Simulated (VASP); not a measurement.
A run of VASP 6.6.1:

Contents of INCAR:

```
SYSTEM = Ti3GePt
PREC = Accurate
ENCUT = 600
EDIFF = 1E-7
ISMEAR = 0
SIGMA = 0.1
LREAL = .FALSE.
LASPH = .TRUE.
NELM = 80
ALGO = Fast
ISIF = 3
LWAVE = .FALSE.
LCHARG = .FALSE.
GGA = PE
IBRION = 2
NSW = 100
EDIFFG = -0.01
```

KPOINTS

```
Automatic mesh
0
G
  8 8 8
  0 0 0
```

The input POSCAR:

```
Ti3GePt
1.0
    4.6088798998      0.0000000000      0.0000000000
    0.0000000000      4.6088798998      0.0000000000
    0.0000000000      0.0000000000      4.6088798998
Ti Ge Pt
3 1 1
Direct
    0.0000000000      0.5000000000      0.5000000000
    0.5000000000      0.0000000000      0.5000000000
    0.5000000000      0.5000000000      0.0000000000
    0.5000000000      0.5000000000      0.5000000000
    0.0000000000      0.0000000000      0.0000000000
```

Potentials or basis: VASP PAW PBE potentials, release 64 (Ti_sv, Ge_d, Pt).

Launch:

```bash
$ cat potpaw_PBE.64/Ti_sv/POTCAR potpaw_PBE.64/Ge_d/POTCAR potpaw_PBE.64/Pt/POTCAR > POTCAR
$ mpirun -np 1 vasp_std > vasp.out
```

Hardware: 1 thread of Intel(R) Xeon(R) 6975P-C (Granite Rapids), with other jobs on the host.

Question: How long does it take, and how much memory?

Answer: It took 24 min on 1 thread of Intel(R) Xeon(R) 6975P-C (Granite Rapids), on a shared host, peak memory 0.37 GiB. Counts: scf iterations 259, k points 35, ion steps 4.
